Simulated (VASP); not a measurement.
# Al2Cu (P4/mmm) in VASP: notebook

Al2Cu is run at these levels: PBE; tasks: single point.

All numbers are computed with VASP 6.6.1; they aren't measurements. Logs are shortened: lines on timing, memory, paths and dates and some standing lists are left out, and cuts for length are marked.

### 1 The cell of the first run

It takes space group P4/mmm (No. 123, tetragonal). The conventional cell has a = 4.314 Å, b = 4.314 Å, c = 2.731 Å, α = 90.00°, β = 90.00°, γ = 90.00°. Al (site symmetry mmm) has 4 Cu at 2.55 Å and 6 Al at 2.73 to 3.05 Å within 3.4 Å. Within 3.4 Å of Cu (site symmetry 4/mmm) lie 8 Al at 2.55 Å and 2 Cu at 2.73 Å.

### 2 Single point, PBE

INCAR

```
SYSTEM = Al2Cu
PREC = Accurate ; ENCUT = 520
EDIFF = 1E-6 ; ISMEAR = 0
SIGMA = 0.15 ; LREAL = .FALSE.
LASPH = .TRUE. ; NELM = 80
ALGO = Fast ; ISIF = 2
LWAVE = .FALSE. ; LCHARG = .FALSE.
GGA = PE ; NBANDS = 16
```

KPOINTS

```
Automatic mesh
0
G
  10 10 14
  0 0 0
```

POSCAR

```
Al2Cu
1.0
    4.3135000000      0.0000000000      0.0000000000
    0.0000000000      4.3135000000      0.0000000000
    0.0000000000      0.0000000000      2.7309000000
Al Cu
2 1
Direct
    0.5000000000      0.0000000000      0.5000000000
    0.0000000000      0.5000000000      0.5000000000
    0.0000000000      0.0000000000      0.0000000000
```

Potentials or basis: VASP PAW PBE potentials, release 64 (Al, Cu).

Command:

```bash
$ cat potpaw_PBE.64/Al/POTCAR potpaw_PBE.64/Cu/POTCAR > POTCAR
$ mpirun -np 1 vasp_std > vasp.out
```

OUTCAR:

```text
SYSTEM = Al2Cu
   PREC = Accurate
   ENCUT = 520
   EDIFF = 1E-6
   ISMEAR = 0
   LREAL = .FALSE.
   LASPH = .TRUE.
   NELM = 80
   ISIF = 2
   GGA = PE

 ion  position               nearest neighbor table
   1  0.500  0.000  0.500-   3 2.55   3 2.55   3 2.55   3 2.55   2 3.05   2 3.05   2 3.05   2 3.05

   2  0.000  0.500  0.500-   3 2.55   3 2.55   3 2.55   3 2.55   1 3.05   1 3.05   1 3.05   1 3.05

   3  0.000  0.000  0.000-   1 2.55   2 2.55   1 2.55   2 2.55   2 2.55   2 2.55   1 2.55   1 2.55

  LATTYP: Found a simple tetragonal cell.
 ALAT       =     4.3135000000
 C/A-ratio  =     0.6331053669

  Lattice vectors:

 A1 = (   4.3135000000,   0.0000000000,   0.0000000000)
 A2 = (   0.0000000000,   4.3135000000,   0.0000000000)
 A3 = (   0.0000000000,   0.0000000000,   2.7309000000)

Analysis of symmetry for initial positions (statically):
=====================================================================
 Subroutine PRICEL returns:
 Original cell was already a primitive cell.

 Routine SETGRP: Setting up the symmetry group for a
 simple tetragonal supercell.

 Subroutine GETGRP returns: Found 16 space group operations
 (whereof 16 operations were pure point group operations)
 out of a pool of 16 trial point group operations.

The static configuration has the point symmetry D_4h.

Analysis of symmetry for dynamics (positions and initial velocities):
=====================================================================
 Subroutine PRICEL returns:
 Original cell was already a primitive cell.

 Routine SETGRP: Setting up the symmetry group for a
 simple tetragonal supercell.

 Subroutine GETGRP returns: Found 16 space group operations
 (whereof 16 operations were pure point group operations)
 out of a pool of 16 trial point group operations.

The dynamic configuration has the point symmetry D_4h.

 Subroutine INISYM returns: Found 16 space group operations
 (whereof 16 operations are pure point group operations),
 and found     1 'primitive' translations

----------------------------------------------------------------------------------------

                                     Primitive cell

  volume of cell :      50.8119

  direct lattice vectors                    reciprocal lattice vectors
     4.313500000  0.000000000  0.000000000     0.231830300  0.000000000  0.000000000
     0.000000000  4.313500000  0.000000000     0.000000000  0.231830300  0.000000000
     0.000000000  0.000000000  2.730900000     0.000000000  0.000000000  0.366179648

  length of vectors
     4.313500000  4.313500000  2.730900000     0.231830300  0.231830300  0.366179648

  position of ions in fractional coordinates (direct lattice)
     0.500000000  0.000000000  0.500000000
     0.000000000  0.500000000  0.500000000
     0.000000000  0.000000000  0.000000000

  ion indices of the primitive-cell ions
   primitive index   ion index
                 1           1
                 2           2
                 3           3

----------------------------------------------------------------------------------------

 KPOINTS: Automatic mesh

Automatic generation of k-mesh.
 Grid dimensions read from file:
 generate k-points for:   10   10   14

 Generating k-lattice:

  Cartesian coordinates                     Fractional coordinates (reciprocal lattice)
     0.023183030  0.000000000  0.000000000     0.100000000  0.000000000  0.000000000
     0.000000000  0.023183030  0.000000000     0.000000000  0.100000000  0.000000000
     0.000000000  0.000000000  0.026155689     0.000000000  0.000000000  0.071428571

  Length of vectors
     0.023183030  0.023183030  0.026155689

  Shift w.r.t. Gamma in fractional coordinates (k-lattice)
     0.000000000  0.000000000  0.000000000

 Subroutine IBZKPT returns following result:
 ===========================================

 Found    168 irreducible k-points:

 Following reciprocal coordinates:
            Coordinates               Weight
  0.000000  0.000000  0.000000      1.000000
  0.100000  0.000000  0.000000      4.000000
  0.200000  0.000000  0.000000      4.000000
  0.300000  0.000000  0.000000      4.000000
  0.400000  0.000000  0.000000      4.000000
  0.500000  0.000000  0.000000      2.000000
[... 16 lines left out ...]
  0.100000  0.000000  0.071429      8.000000
  0.200000  0.000000  0.071429      8.000000
 [... further k-points ...]
   k-points           NKPTS =    168   k-points in BZ     NKDIM =    168   number of bands    NBANDS=     16
   number of dos      NEDOS =    301   number of ions     NIONS =      3
   total plane-waves  NPLWV =  20480
   dimension x,y,z NGX =    32 NGY =   32 NGZ =   20
   dimension x,y,z NGXF=    64 NGYF=   64 NGZF=   40
   ions per type =               2   1
   NGX,Y,Z   is equivalent  to a cutoff of  12.33, 12.33, 12.18 a.u.
   NGXF,Y,Z  is equivalent  to a cutoff of  24.67, 24.67, 24.35 a.u.
 SYSTEM =  Al2Cu
   PREC   = accura    normal or accurate (medium, high low for compatibility)
   ISTART =      0    job   : 0-new  1-cont  2-samecut
   ICHARG =      2    charge: 1-file 2-atom 10-const
   ISPIN  =      1    spin polarized calculation?
   LNONCOLLINEAR =      F non collinear calculations
   LSORBIT =      F    spin-orbit coupling
   LASPH  =      T    aspherical Exc in radial PAW
   ENCUT  =  520.0 eV  38.22 Ry    6.18 a.u.   8.02  8.02  5.08*2*pi/ulx,y,z
   NELM   =     80;   NELMIN=  2; NELMDL= -5     # of ELM steps
   EDIFF  = 0.1E-05   stopping-criterion for ELM
   LREAL  =      F    real-space projection
   EDIFFG = 0.1E-04   stopping-criterion for IOM
   NSW    =      0    number of steps for IOM
   IBRION =     -1    ionic relax: 0-MD 1-quasi-New 2-CG
   NFREE  =      0    steps in history (QN), initial steepest desc. (CG)
   ISIF   =      2    stress and relaxation
   ISYM   =      2    0-nonsym 1-usesym 2-fastsym
   POTIM  = 0.5000    time-step for ionic-motion
   TEBEG  =    0.0;   TEEND  =   0.0 temperature during run
   PSTRESS=    0.0 pullay stress
   NELECT =      17.0000    total number of electrons
   NUPDOWN=      -1.0000    fix difference up-down
   EMIN   =  10.00;   EMAX   =-10.00  energy-range for DOS
   EFERMI =   0.00;   METHOD = LEGACY
   ISMEAR =     0;   SIGMA  =   0.15  broadening in eV -4-tet -1-fermi 0-gaus
   EFERMI_NEDOS =   21; number of points for ismear=-14 and -15
   IALGO  =     68    algorithm
   IMIX   =      4    mixing-type and parameters
     AMIX     =   0.40;   BMIX     =  1.00
     AMIX_MAG =   1.60;   BMIX_MAG =  1.00
  volume/ion in A,a.u.               =      16.94       114.30
  Fermi-wavevector in a.u.,A,eV,Ry     =   1.136500  2.147673 17.573715  1.291632
  Thomas-Fermi vector in A             =   2.273205
   LORBIT       =      0    0 simple, 1 ext, 2 COOP (PROOUT), +10 PAW based schemes
   GGA     = PE    functional components
   LHFCALC =     F    Hartree Fock is set to
   AEXX    =    0.0000 exact exchange contribution
   IVDW    =     0    specifies the selected vdW correction
   LEPSILON=     F    determine dielectric tensor
   LRPA    =     F    only Hartree local field effects (RPA)
 non-spin polarized calculation
 RMM-DIIS sequential band-by-band and
 Gauss-broadening in eV      SIGMA  =   0.15
  energy-cutoff  :      520.00
  volume of cell :       50.81
 maximum number of plane-waves:      1416
   NGX = 17   NGY = 17   NGZ = 11

 number of electron      16.9999983 magnetization

 Free energy of the ion-electron system (eV)
  ---------------------------------------------------
  ext. energy  EPLUGINS =         0.00000000
  ---------------------------------------------------
  free energy    TOTEN  =       -11.23097693 eV

  energy without entropy =      -11.22038003  energy(sigma->0) =      -11.22567848

 E-fermi :   6.7446     XC(G=0): -10.2057

 val. band max:        6.7311957517   @ k =   0.3000   0.1000   0.3571
 cond. band min:       6.7663139980   @ k =   0.3000   0.0000   0.0000
 fundamental gap:      0.0351182464
 Fermi energy:         6.7445809683

 k-point     1 :       0.0000    0.0000    0.0000
  band No.  band energies     occupation
      1      -3.5561      2.00000
      2       1.1993      2.00000
      3       1.9163      2.00000
      4       2.5865      2.00000
      5       2.9948      2.00000
      6       2.9948      2.00000
[... 8 lines left out ...]
     15      15.0732      0.00000
     16      19.3604      0.00000

 k-point     2 :       0.1000    0.0000    0.0000
  band No.  band energies     occupation
      1      -3.4806      2.00000
      2       1.1319      2.00000
      3       1.8938      2.00000
      4       2.5603      2.00000
      5       2.9937      2.00000
      6       2.9951      2.00000
[... 8 lines left out ...]
     15      15.1454      0.00000
     16      19.5092      0.00000

 k-point     3 :       0.2000    0.0000    0.0000
  band No.  band energies     occupation
      1      -3.2574      2.00000
      2       0.8279      2.00000
      3       1.8388      2.00000
      4       2.5004      2.00000
      5       2.8473      2.00000
      6       2.9907      2.00000
[... 8 lines left out ...]
     15      15.5368      0.00000
     16      19.6737      0.00000

 k-point     4 :       0.3000    0.0000    0.0000
  band No.  band energies     occupation
      1      -2.9004      2.00000
      2       0.1958      2.00000
      3       1.8059      2.00000
      4       2.4388      2.00000
      5       2.5447      2.00000
      6       2.9869      2.00000
[... 8 lines left out ...]
     15      17.2564      0.00000
     16      18.8524      0.00000

 k-point     5 :       0.4000    0.0000    0.0000
  band No.  band energies     occupation
      1      -2.4598      2.00000
      2      -0.5200      2.00000
      3       1.8062      2.00000
      4       2.3958      2.00000
      5       2.4516      2.00000
      6       2.9839      2.00000
[... 8 lines left out ...]
     15      17.9943      0.00000
     16      18.1729      0.00000

 k-point     6 :       0.5000    0.0000    0.0000
  band No.  band energies     occupation
      1      -2.1807      2.00000
      2      -0.9052      2.00000
      3       1.8102      2.00000
      4       2.3807      2.00000
      5       2.4318      2.00000
      6       2.9828      2.00000
[... 8 lines left out ...]
     15      17.8489      0.00000
     16      18.3287      0.00000
[... 267 lines left out ...]
 k-point    21 :       0.5000    0.5000    0.0000
  band No.  band energies     occupation
      1      -0.3912      2.00000
      2      -0.0262      2.00000
      3      -0.0262      2.00000
      4       1.5438      2.00000
      5       2.4219      2.00000
      6       2.4774      2.00000
[... 8 lines left out ...]
     15      16.3853      0.00000
     16      18.2191      0.00000

 k-point    22 :       0.0000    0.0000    0.0714
  band No.  band energies     occupation
      1      -3.4523      2.00000
      2       1.2457      2.00000
      3       1.9651      2.00000
      4       2.5983      2.00000
      5       2.8551      2.00000
      6       2.8551      2.00000
[... 8 lines left out ...]
     15      15.4198      0.00000
     16      19.0278      0.00000

 k-point    23 :       0.1000    0.0000    0.0714
  band No.  band energies     occupation
      1      -3.3769      2.00000
      2       1.1806      2.00000
      3       1.9436      2.00000
      4       2.5717      2.00000
      5       2.8291      2.00000
      6       2.8633      2.00000
[... 8 lines left out ...]
     15      15.7786      0.00000
     16      18.6776      0.00000

 k-point    24 :       0.2000    0.0000    0.0714
  band No.  band energies     occupation
      1      -3.1540      2.00000
      2       0.8874      2.00000
      3       1.8891      2.00000
      4       2.5133      2.00000
      5       2.7028      2.00000
      6       2.8779      2.00000
[... 8 lines left out ...]
     15      16.6452      0.00000
     16      17.9275      0.00000

 [... further k-points ...]

------------------------ aborting loop because EDIFF is reached ----------------------------------------

  FORCE on cell =-STRESS in cart. coord.  units (eV):
  Direction    XX          YY          ZZ          XY          YZ          ZX
  --------------------------------------------------------------------------------------
  -------------------------------------------------------------------------------------
  Total       -1.3357727     -1.3357727      0.6223661      0.0000000      0.0000000      0.0000000
  in kB      -42.1189691    -42.1189691     19.6241601      0.0000000      0.0000000      0.0000000
  external PRESSURE =     -21.5379260 kB  Pullay stress =       0.0000000 kB

 VOLUME and BASIS-vectors are now :
 -----------------------------------------------------------------------------
  energy-cutoff  :      520.00
  volume of cell :       50.81
      direct lattice vectors                 reciprocal lattice vectors
     4.313500000  0.000000000  0.000000000     0.231830300  0.000000000  0.000000000
     0.000000000  4.313500000  0.000000000     0.000000000  0.231830300  0.000000000
     0.000000000  0.000000000  2.730900000     0.000000000  0.000000000  0.366179648

 POSITION                                       TOTAL-FORCE (eV/Angst)
 -----------------------------------------------------------------------------------
      2.15675      0.00000      1.36545         0.000000      0.000000      0.000000
      0.00000      2.15675      1.36545         0.000000      0.000000      0.000000
      0.00000      0.00000      0.00000         0.000000      0.000000      0.000000
 -----------------------------------------------------------------------------------
    total drift:                                0.000000     -0.000000      0.000000

  FREE ENERGIE OF THE ION-ELECTRON SYSTEM (eV)
  ---------------------------------------------------
  free  energy   TOTEN  =       -11.2309769301 eV

  energy  without entropy=      -11.2203800334  energy(sigma->0) =      -11.22567848
```

Wall time 57 s (1 thread of Intel Xeon 6975P-C (Granite Rapids), shared host); peak memory 0.25 GiB.

Results:

```
Free energy            : -11.2310 eV
Pressure               : -2.2 GPa
Band gap on the k mesh : zero (an odd number of electrons rules out a gap without spin polarisation)
```

(Part 1 of 2 ends here.)
